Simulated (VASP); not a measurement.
SiC, 2 atoms in the cell. The structure is cubic, space group F-43m (No. 216). Conventional cell: a = 4.344 Å, b = 4.344 Å, c = 4.344 Å, α = 90.00°, β = 90.00°, γ = 90.00°. Within 2.5 Å of Si (site symmetry -43m) lie 4 C at 1.88 Å. Within 2.5 Å of C (site symmetry -43m) lie 4 Si at 1.88 Å. 

| Item | Value |
| --- | --- |
| Program | VASP 6.6.1 |
| Task | single point |
| Functional | PBEsol |
| Potentials or basis | VASP PAW PBE potentials, release 64 (Si, C) |
| Cutoff | 520 eV |
| k mesh | 10 × 10 × 10 |
| Occupations | gaussian, width 0.01 eV |
| Spin | no spin polarisation |
| Dipole correction | no |
| Further INCAR settings | ALGO = Normal; EDIFF = 1e-07; NBANDS = 11 |

Potentials or basis: VASP PAW PBE potentials, release 64 (Si, C).

Run with:

```sh
$ cat potpaw_PBE.64/Si/POTCAR potpaw_PBE.64/C/POTCAR > POTCAR
$ mpirun -np 1 vasp_std > vasp.out
```

Hardware: 1 thread of Intel Xeon 6975P-C, with other jobs on the host.

Estimate the wall time of this run.

Wall time 12 s on 1 thread of Intel Xeon 6975P-C, on a shared host, peak memory 0.14 GiB. Counts: scf iterations 13, k points 47.
